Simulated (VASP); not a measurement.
# CdTe (I-4m2) in VASP: notebook

Runs on CdTe. Level: PBE. Tasks: relaxation of the atoms, single point.

All numbers are computed with VASP 6.6.1; they aren't measurements. Logs are shortened: lines on timing, memory, paths and dates and some standing lists are left out, and cuts for length are marked.

### 1 The cell of the first run

The structure is tetragonal, space group I-4m2 (No. 119). Conventional cell: a = 4.441 Å, b = 4.441 Å, c = 6.343 Å, α = 90.00°, β = 90.00°, γ = 90.00°. Cd (site symmetry -4m2) has 4 Te at 2.73 Å within 3.6 Å. Te (site symmetry -4m2) has 4 Cd at 2.73 Å within 3.6 Å.

### 2 Relaxation of the atoms, PBE (z stretched by +1 %)

Input file INCAR:

```
SYSTEM = CdTe
PREC = Accurate ; ENCUT = 520
EDIFF = 1E-6 ; ISMEAR = -1
SIGMA = 0.02 ; LREAL = .FALSE.
LASPH = .TRUE. ; NELM = 80
ALGO = Normal ; ISIF = 2
LWAVE = .FALSE. ; LCHARG = .FALSE.
GGA = PE ; IBRION = 2
NSW = 80 ; EDIFFG = -0.02
```

Input file KPOINTS:

```
regular mesh
0
G
  12 12 12
  0 0 0
```

Input file POSCAR:

```
CdTe
1.0
    0.0000000000      3.1400000000      3.1714000000
    3.1400000000      0.0000000000      3.1714000000
    3.1400000000      3.1400000000      0.0000000000
Cd Te
1 1
Direct
    0.0000000000      0.0000000000      0.0000000000
    0.2500000000      0.2500000000      0.2500000000
```

Potentials or basis: VASP PAW PBE potentials, release 64 (Cd, Te).

On the command line:

```console
$ cat potpaw_PBE.64/Cd/POTCAR potpaw_PBE.64/Te/POTCAR > POTCAR
$ mpirun -np 1 vasp_std > vasp.out
```

OUTCAR:

```text
SYSTEM = CdTe
   PREC = Accurate
   ENCUT = 520
   EDIFF = 1E-6
   ISMEAR = -1
   LREAL = .FALSE.
   LASPH = .TRUE.
   NELM = 80
   ISIF = 2
   GGA = PE
   IBRION = 2
   NSW = 80
   EDIFFG = -0.02

 ion  position               nearest neighbor table
   1  0.000  0.000  0.000-   2 2.73   2 2.73   2 2.73   2 2.73
   2  0.250  0.250  0.250-   1 2.73   1 2.73   1 2.73   1 2.73

  LATTYP: Found a body centered tetragonal cell.
 ALAT       =     4.4406305859
 C/A-ratio  =     1.4283556980

  Lattice vectors:

 A1 = (  -3.1400000000,   0.0000000000,   3.1714000000)
 A2 = (   3.1400000000,   0.0000000000,   3.1714000000)
 A3 = (   0.0000000000,   3.1400000000,  -3.1714000000)

Analysis of symmetry for initial positions (statically):
=====================================================================
 Subroutine PRICEL returns:
 Original cell was already a primitive cell.

 Routine SETGRP: Setting up the symmetry group for a
 body centered tetragonal supercell.

 Subroutine GETGRP returns: Found  8 space group operations
 (whereof  8 operations were pure point group operations)
 out of a pool of 16 trial point group operations.

The static configuration has the point symmetry D_2d.

Analysis of symmetry for dynamics (positions and initial velocities):
=====================================================================
 Subroutine PRICEL returns:
 Original cell was already a primitive cell.

 Routine SETGRP: Setting up the symmetry group for a
 body centered tetragonal supercell.

 Subroutine GETGRP returns: Found  8 space group operations
 (whereof  8 operations were pure point group operations)
 out of a pool of 16 trial point group operations.

The dynamic configuration has the point symmetry D_2d.

 Subroutine INISYM returns: Found  8 space group operations
 (whereof  8 operations are pure point group operations),
 and found     1 'primitive' translations

----------------------------------------------------------------------------------------

                                     Primitive cell

  volume of cell :      62.5375

  direct lattice vectors                    reciprocal lattice vectors
     0.000000000  3.140000000  3.171400000    -0.159235669  0.159235669  0.157659078
     3.140000000  0.000000000  3.171400000     0.159235669 -0.159235669  0.157659078
     3.140000000  3.140000000  0.000000000     0.159235669  0.159235669 -0.157659078

  length of vectors
     4.462888970  4.462888970  4.440630586     0.274897038  0.274897038  0.274897038
[... 92 lines left out ...]
   NELECT =      18.0000    total number of electrons
   NUPDOWN=      -1.0000    fix difference up-down
   EMIN   =  10.00;   EMAX   =-10.00  energy-range for DOS
   EFERMI =   0.00;   METHOD = LEGACY
   ISMEAR =    -1;   SIGMA  =   0.02  broadening in eV -4-tet -1-fermi 0-gaus
   EFERMI_NEDOS =   21; number of points for ismear=-14 and -15
   IALGO  =     38    algorithm
   IMIX   =      4    mixing-type and parameters
     AMIX     =   0.40;   BMIX     =  1.00
     AMIX_MAG =   1.60;   BMIX_MAG =  1.00
  volume/ion in A,a.u.               =      31.27       211.01
  Fermi-wavevector in a.u.,A,eV,Ry     =   1.080900  2.042605 15.896299  1.168345
  Thomas-Fermi vector in A             =   2.216903
   LORBIT       =      0    0 simple, 1 ext, 2 COOP (PROOUT), +10 PAW based schemes
   GGA     = PE    functional components
   LHFCALC =     F    Hartree Fock is set to
   AEXX    =    0.0000 exact exchange contribution
   IVDW    =     0    specifies the selected vdW correction
   LEPSILON=     F    determine dielectric tensor
   LRPA    =     F    only Hartree local field effects (RPA)
 conjugate gradient relaxation of ions
 non-spin polarized calculation
  energy-cutoff  :      520.00
  volume of cell :       62.54
 maximum number of plane-waves:      1705
 NGX is ok and might be reduce to    36
   NGX = 17   NGY = 17   NGZ = 17

 number of electron      18.0000004 magnetization

 Free energy of the ion-electron system (eV)
  ---------------------------------------------------
  ext. energy  EPLUGINS =         0.00000000
  ---------------------------------------------------
  free energy    TOTEN  =        -4.60573122 eV

  energy without entropy =       -4.60573122  energy(sigma->0) =       -4.60573122

 E-fermi :   3.5753     XC(G=0):  -8.9663

 val. band max:        3.1733105450   @ k =   0.0000   0.0000   0.0000
 cond. band min:       4.1957516200   @ k =   0.0000   0.0000   0.0000
 fundamental gap:      1.0224410750
 Fermi energy:         3.5752672668

 k-point     1 :       0.0000    0.0000    0.0000
  band No.  band energies     occupation
      1      -8.5364      2.00000
      2      -5.4602      2.00000
      3      -5.4576      2.00000
      4      -5.4576      2.00000
      5      -5.1311      2.00000
      6      -5.1283      2.00000
      7       3.1373      2.00000
      8       3.1733      2.00000
      9       3.1733      2.00000
     10       4.1958      0.00000
     11       7.6906      0.00000
     12       7.6906      0.00000
     13       7.6907      0.00000
[... 354 lines left out ...]
  band No.  band energies     occupation
      1      -8.0134      2.00000
      2      -5.3617      2.00000
      3      -5.3482      2.00000
      4      -5.1382      2.00000
      5      -5.1247      2.00000
      6      -4.6432      2.00000
      7      -1.5964      2.00000
      8       1.0866      2.00000
      9       2.0317      2.00000
     10       6.0996      0.00000
     11       7.8969      0.00000
     12       8.9812      0.00000
     13      10.4733      0.00000

 [... further k-points ...]

------------------------ aborting loop because EDIFF is reached ----------------------------------------

  FORCE on cell =-STRESS in cart. coord.  units (eV):
  Direction    XX          YY          ZZ          XY          YZ          ZX
  --------------------------------------------------------------------------------------
  -------------------------------------------------------------------------------------
  Total        2.9576944      2.9576944      2.9170681      0.0000000      0.0000000     -0.0000000
  in kB       75.7745843     75.7745843     74.7337607      0.0000000      0.0000000     -0.0000000
  external PRESSURE =      75.4276431 kB  Pullay stress =       0.0000000 kB

 VOLUME and BASIS-vectors are now :
 -----------------------------------------------------------------------------
  energy-cutoff  :      520.00
  volume of cell :       62.54
      direct lattice vectors                 reciprocal lattice vectors
     0.000000000  3.140000000  3.171400000    -0.159235669  0.159235669  0.157659078
     3.140000000  0.000000000  3.171400000     0.159235669 -0.159235669  0.157659078
     3.140000000  3.140000000  0.000000000     0.159235669  0.159235669 -0.157659078

 POSITION                                       TOTAL-FORCE (eV/Angst)
 -----------------------------------------------------------------------------------
      0.00000      0.00000      0.00000         0.000000     -0.000000     -0.000000
      1.57000      1.57000      1.58570        -0.000000      0.000000      0.000000
 -----------------------------------------------------------------------------------
    total drift:                               -0.000000     -0.000000      0.000000

  FREE ENERGIE OF THE ION-ELECTRON SYSTEM (eV)
  ---------------------------------------------------
  free  energy   TOTEN  =        -4.6057312226 eV

  energy  without entropy=       -4.6057312226  energy(sigma->0) =       -4.60573122

 reached required accuracy - stopping structural energy minimisation
```

OSZICAR:

```text
N       E                     dE             d eps       ncg     rms          rms(c)
DAV:   1     0.105704665889E+03    0.10570E+03   -0.85783E+03  4254   0.122E+03
DAV:   2    -0.710930917806E+00   -0.10642E+03   -0.10247E+03  4718   0.282E+02
DAV:   3    -0.479502090667E+01   -0.40841E+01   -0.40738E+01  5203   0.582E+01
DAV:   4    -0.483323713037E+01   -0.38216E-01   -0.38212E-01  5865   0.500E+00
DAV:   5    -0.483337874727E+01   -0.14162E-03   -0.14162E-03  5163   0.260E-01    0.675E+00
DAV:   6    -0.462106015311E+01    0.21232E+00   -0.45836E-01  4803   0.971E+00    0.533E+00
DAV:   7    -0.460485027569E+01    0.16210E-01   -0.13396E-01  4968   0.281E+00    0.190E+00
DAV:   8    -0.460535416109E+01   -0.50389E-03   -0.12670E-02  4378   0.161E+00    0.576E-01
DAV:   9    -0.460563456141E+01   -0.28040E-03   -0.97598E-04  4951   0.391E-01    0.152E-01
DAV:  10    -0.460569641758E+01   -0.61856E-04   -0.13491E-04  4563   0.116E-01    0.581E-02
DAV:  11    -0.460573245443E+01   -0.36037E-04   -0.72387E-05  4481   0.738E-02    0.313E-02
DAV:  12    -0.460573117170E+01    0.12827E-05   -0.36922E-06  5123   0.235E-02    0.171E-02
DAV:  13    -0.460573122257E+01   -0.50867E-07   -0.51242E-06  4568   0.156E-02
   1 F= -.46057312E+01 E0= -.46057312E+01  d E =-.460573E+01
```

It took 65 s on 1 thread of Intel Xeon Platinum 8488C (Sapphire Rapids), shared host; peak memory 0.31 GiB.

Results:

```
Free energy             : -4.6057 eV
Pressure after relaxing : 7.5 GPa
Band gap on the k mesh  : 1.02 eV
```

Stress tensor (GPa, compression positive):
```
7.58 0.00 0.00
0.00 7.58 0.00
0.00 0.00 7.47
```

Final structure:
```yaml
crystal:
  lattice:
    - [0.00000, 3.14000, 3.17140]
    - [3.14000, 0.00000, 3.17140]
    - [3.14000, 3.14000, 0.00000]
  atoms:
    - { symbol: Cd, position: [0.00000, 0.00000, 0.00000] }
    - { symbol: Te, position: [0.25000, 0.25000, 0.25000] }
```

Caveat: the cell differs from its parent crystal (z stretched by +1 %); spin-orbit coupling is left out, which moves the levels of the heavy elements.

### 3 Single point, PBE (z stretched by +1 %, then relaxed in part)

Input file INCAR:

```
PREC = Accurate
ENCUT = 520
EDIFF = 1E-7
ISMEAR = -1
SIGMA = 0.02
LREAL = False
LASPH = True
NELM = 100
ALGO = Normal
ISIF = 2
LWAVE = False
LCHARG = True
GGA = PE
LELF = True
LVHAR = True
NBANDS = 16
```

Input file KPOINTS:

```
Automatic mesh
0
Gamma
  12 12 12
```

POSCAR is that of step 2.

Potentials or basis: VASP PAW PBE potentials, release 64 (Cd, Te).

On the command line:

```console
$ cat potpaw_PBE.64/Cd/POTCAR potpaw_PBE.64/Te/POTCAR > POTCAR
$ mpirun -np 1 vasp_std > vasp.out
```

Run time: 2 min. Hardware: 1 thread of Intel Xeon Platinum 8488C (Sapphire Rapids), shared host; peak memory 0.32 GiB.

Results (log left out):

| Quantity | Value |
| --- | --- |
| Free energy | -4.6057 eV |
| Pressure | 7.6 GPa |
| Band gap on the k mesh | 1.02 eV |

Stress tensor (GPa, compression positive):
```
7.59 0.00 0.00
0.00 7.59 0.00
0.00 0.00 7.48
```

Levels at points of the mesh, in eV from the valence-band top:
| k point | band 6 | band 7 | band 8 | band 9 | band 10 | band 11 | band 12 | band 13 |
| --- | --- | --- | --- | --- | --- | --- | --- | --- |
| (0.00, 0.00, 0.00) | -8.30 | -0.04 | 0.00 | 0.00 | 1.02 | 4.52 | 4.52 | 4.52 |
| (0.50, 0.00, 0.00) | -7.88 | -4.95 | -0.95 | -0.89 | 1.89 | 5.10 | 5.16 | 7.09 |
| (0.50, 0.50, 0.00) | -7.72 | -4.79 | -2.15 | -2.15 | 2.42 | 2.67 | 9.26 | 9.55 |
| (0.50, 0.00, 0.50) | -7.70 | -4.73 | -2.21 | -2.19 | 2.38 | 2.59 | 9.34 | 9.51 |

Caveat: the cell differs from its parent crystal (z stretched by +1 %, then relaxed in part); the cell stands under pressure; spin-orbit coupling is left out, which moves the levels of the heavy elements.
